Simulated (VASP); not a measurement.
# Sn3Mo2 (Pm-3m) in VASP: single point with PBE

Aim: the single point of Sn3Mo2 with PBE.

Program: VASP 6.6.1. These are calculated values, not measurements. Logs are shortened: lines on timing, memory, paths and dates and some standing lists are left out, and cuts for length are marked.

## Step 1: The cell of the first run

Symmetry: Pm-3m, No. 221, cubic system. The conventional cell has a = 5.020 Å, b = 5.020 Å, c = 5.020 Å, α = 90.00°, β = 90.00°, γ = 90.00°. Within 3.3 Å of Sn (site symmetry 4/mmm) lie 2 Mo at 2.51 Å. Within 3.3 Å of Mo (site symmetry m-3m) lie 6 Sn at 2.51 Å. Within 4.7 Å of Mo (site symmetry m-3m) lie 12 Sn at 3.55 Å and 8 Mo at 4.35 Å.

## Step 2: Single point, PBE

The input, INCAR:

```
PREC = Accurate
ENCUT = 520
EDIFF = 1E-6
ISMEAR = 0
SIGMA = 0.1
LREAL = False
LASPH = True
NELM = 80
ALGO = Normal
ISIF = 2
LWAVE = False
LCHARG = False
GGA = PE
NBANDS = 43
```

The input, KPOINTS:

```
Automatic mesh
0
Gamma
  4 4 4
```

The input, POSCAR:

```
Sn3Mo2
1.0
    5.0195258400      0.0000000000      0.0000000000
    0.0000000000      5.0195258400      0.0000000000
    0.0000000000      0.0000000000      5.0195258400
Sn Mo
3 2
Direct
    0.5000000000      0.0000000000      0.0000000000
    0.0000000000      0.5000000000      0.0000000000
    0.0000000000      0.0000000000      0.5000000000
    0.0000000000      0.0000000000      0.0000000000
    0.5000000000      0.5000000000      0.5000000000
```

Potentials or basis: VASP PAW PBE potentials, release 64 (Sn_d, Mo_sv).

Started as:

```sh
> cat potpaw_PBE.64/Sn_d/POTCAR potpaw_PBE.64/Mo_sv/POTCAR > POTCAR
> mpirun -np 1 vasp_std > vasp.out
```

OUTCAR:

```text
PREC = Accurate
   ENCUT = 520
   EDIFF = 1E-6
   ISMEAR = 0
   LREAL = False
   LASPH = True
   NELM = 80
   ISIF = 2
   GGA = PE

 ion  position               nearest neighbor table
   1  0.500  0.000  0.000-   4 2.51   4 2.51   2 3.55   5 3.55   3 3.55   5 3.55   2 3.55   5 3.55
                             5 3.55   2 3.55   3 3.55   3 3.55   3 3.55   2 3.55
   2  0.000  0.500  0.000-   4 2.51   4 2.51   1 3.55   5 3.55   3 3.55   5 3.55   1 3.55   3 3.55
                             3 3.55   3 3.55   1 3.55   5 3.55   5 3.55   1 3.55
   3  0.000  0.000  0.500-   4 2.51   4 2.51   1 3.55   5 3.55   1 3.55   2 3.55   2 3.55   2 3.55
                             5 3.55   2 3.55   1 3.55   5 3.55   1 3.55   5 3.55
   4  0.000  0.000  0.000-   1 2.51   2 2.51   3 2.51   3 2.51   2 2.51   1 2.51
   5  0.500  0.500  0.500-   1 3.55   2 3.55   3 3.55   1 3.55   2 3.55   1 3.55   3 3.55   1 3.55
                             2 3.55   3 3.55   2 3.55   3 3.55

  LATTYP: Found a simple cubic cell.
 ALAT       =     5.0195258400

  Lattice vectors:

 A1 = (   5.0195258400,   0.0000000000,   0.0000000000)
 A2 = (   0.0000000000,   5.0195258400,   0.0000000000)
 A3 = (   0.0000000000,   0.0000000000,   5.0195258400)

Analysis of symmetry for initial positions (statically):
=====================================================================
 Subroutine PRICEL returns:
 Original cell was already a primitive cell.

 Routine SETGRP: Setting up the symmetry group for a
 simple cubic supercell.

 Subroutine GETGRP returns: Found 48 space group operations
 (whereof 48 operations were pure point group operations)
 out of a pool of 48 trial point group operations.

The static configuration has the point symmetry O_h .

Analysis of symmetry for dynamics (positions and initial velocities):
=====================================================================
 Subroutine PRICEL returns:
 Original cell was already a primitive cell.

 Routine SETGRP: Setting up the symmetry group for a
 simple cubic supercell.

 Subroutine GETGRP returns: Found 48 space group operations
 (whereof 48 operations were pure point group operations)
 out of a pool of 48 trial point group operations.

The dynamic configuration has the point symmetry O_h .

 Subroutine INISYM returns: Found 48 space group operations
 (whereof 48 operations are pure point group operations),
 and found     1 'primitive' translations

----------------------------------------------------------------------------------------

                                     Primitive cell

  volume of cell :     126.4702

[... 78 lines left out ...]
   NELM   =     80;   NELMIN=  2; NELMDL= -5     # of ELM steps
   EDIFF  = 0.1E-05   stopping-criterion for ELM
   LREAL  =      F    real-space projection
[... 7 lines left out ...]
   TEBEG  =    0.0;   TEEND  =   0.0 temperature during run
   PSTRESS=    0.0 pullay stress
   NELECT =      70.0000    total number of electrons
   NUPDOWN=      -1.0000    fix difference up-down
   EMIN   =  10.00;   EMAX   =-10.00  energy-range for DOS
   EFERMI =   0.00;   METHOD = LEGACY
   ISMEAR =     0;   SIGMA  =   0.10  broadening in eV -4-tet -1-fermi 0-gaus
   EFERMI_NEDOS =   21; number of points for ismear=-14 and -15
   IALGO  =     38    algorithm
   IMIX   =      4    mixing-type and parameters
     AMIX     =   0.40;   BMIX     =  1.00
     AMIX_MAG =   1.60;   BMIX_MAG =  1.00
  volume/ion in A,a.u.               =      25.29       170.69
  Fermi-wavevector in a.u.,A,eV,Ry     =   1.344141  2.540058 24.581849  1.806715
  Thomas-Fermi vector in A             =   2.472158
   LORBIT       =      0    0 simple, 1 ext, 2 COOP (PROOUT), +10 PAW based schemes
   GGA     = PE    functional components
   LHFCALC =     F    Hartree Fock is set to
   AEXX    =    0.0000 exact exchange contribution
   IVDW    =     0    specifies the selected vdW correction
   LEPSILON=     F    determine dielectric tensor
   LRPA    =     F    only Hartree local field effects (RPA)
 non-spin polarized calculation
 Gauss-broadening in eV      SIGMA  =   0.10
  energy-cutoff  :      520.00
  volume of cell :      126.47
 maximum number of plane-waves:      3448
 NGX is ok and might be reduce to    40
   NGX = 19   NGY = 19   NGZ = 19

 number of electron      70.0000032 magnetization

 Free energy of the ion-electron system (eV)
  ---------------------------------------------------
  ext. energy  EPLUGINS =         0.00000000
  ---------------------------------------------------
  free energy    TOTEN  =       -25.83132668 eV

  energy without entropy =      -25.74772876  energy(sigma->0) =      -25.78952772

 E-fermi :   7.9156     XC(G=0): -10.5408

 val. band max:        7.9128731409   @ k =   0.5000   0.2500   0.2500
 cond. band min:       7.9180972963   @ k =   0.5000   0.5000   0.5000
 fundamental gap:      0.0052241554
 Fermi energy:         7.9156033630

 k-point     1 :       0.0000    0.0000    0.0000
  band No.  band energies     occupation
      1     -52.9409      2.00000
      2     -52.5452      2.00000
      3     -27.0275      2.00000
      4     -27.0275      2.00000
      5     -27.0275      2.00000
      6     -26.8249      2.00000
[... 449 lines left out ...]
     42      12.7334      0.00000
     43      12.7334      0.00000

------------------------ aborting loop because EDIFF is reached ----------------------------------------

  FORCE on cell =-STRESS in cart. coord.  units (eV):
  Direction    XX          YY          ZZ          XY          YZ          ZX
  --------------------------------------------------------------------------------------
  -------------------------------------------------------------------------------------
  Total        4.5978644      4.5978644      4.5978644     -0.0000000      0.0000000     -0.0000000
  in kB       58.2476834     58.2476834     58.2476834     -0.0000000      0.0000000     -0.0000000
  external PRESSURE =      58.2476834 kB  Pullay stress =       0.0000000 kB

 VOLUME and BASIS-vectors are now :
 -----------------------------------------------------------------------------
  energy-cutoff  :      520.00
  volume of cell :      126.47
      direct lattice vectors                 reciprocal lattice vectors
     5.019525840  0.000000000  0.000000000     0.199222005  0.000000000  0.000000000
     0.000000000  5.019525840  0.000000000     0.000000000  0.199222005  0.000000000
     0.000000000  0.000000000  5.019525840     0.000000000  0.000000000  0.199222005

 POSITION                                       TOTAL-FORCE (eV/Angst)
 -----------------------------------------------------------------------------------
      2.50976      0.00000      0.00000         0.000000      0.000000      0.000000
      0.00000      2.50976      0.00000         0.000000      0.000000      0.000000
      0.00000      0.00000      2.50976         0.000000      0.000000      0.000000
      0.00000      0.00000      0.00000         0.000000      0.000000      0.000000
      2.50976      2.50976      2.50976         0.000000      0.000000      0.000000
 -----------------------------------------------------------------------------------
    total drift:                               -0.000000      0.000000     -0.000000

  FREE ENERGIE OF THE ION-ELECTRON SYSTEM (eV)
  ---------------------------------------------------
  free  energy   TOTEN  =       -25.8313266785 eV

  energy  without entropy=      -25.7477287605  energy(sigma->0) =      -25.78952772
```

Wall time 44 s (1 thread of Intel Xeon Platinum 8488C (Sapphire Rapids), shared host); peak memory 0.25 GiB.

What came out:

```yaml
Free_energy: -25.8313 eV
Pressure: 5.8 GPa
Band_gap_on_the_k_mesh: zero (band 35 reaches 7.96 eV, above the bottom of band 36 at 7.82 eV)
```

Caveat: spin-orbit coupling is left out, which moves the levels of the heavy elements.
